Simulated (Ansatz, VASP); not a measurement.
**One calculation of CdI2, two programs**

```
CELL_PARAMETERS angstrom
4.15736 0.00000 0.00000
-2.07868 3.60038 0.00000
0.00000 0.00000 6.71898
ATOMIC_POSITIONS crystal
Cd 0.00000 0.00000 0.00000
I 0.33333 0.66667 0.24920
I 0.66667 0.33333 0.75080
```

Change from the starting cell: volume scaled by 0.94, crystal datasets.

Alike in both runs: task electric field gradients; functional PBEsol; k mesh 8 × 8 × 5; occupations fermi-dirac, width 0.03 eV; no spin polarisation.

|  | VASP | Ansatz |
| --- | --- | --- |
| version | VASP 6.6.1 | Ansatz 0.2.0 |
| potentials or method | VASP PAW PBE potentials, release 64 (Cd, I), cutoff 400 eV | all-electron PAW with datasets made for the crystal, scalar-relativistic |

```csv
,VASP,Ansatz,Ansatz less VASP
gap on the k mesh at the Fermi level (eV),2.33,2.34,+0.012
pressure (GPa),2.0,2.0,+0.03
"traceless stress, the component that is largest in VASP (GPa)",0.06,0.07,+0.013
rms of the force components (eV/Å),0.145,0.131,-0.0145
size of Vzz on the site where it differs most (V/Å²),56.7,58.2,+1.47
```

VASP's potentials were made for PBE, not for PBEsol. Atom by atom the forces differ by 0.014 eV/Å (rms over components). Ansatz ran all-electron here, and VASP with PAW potentials.

Spin-orbit coupling is off throughout.
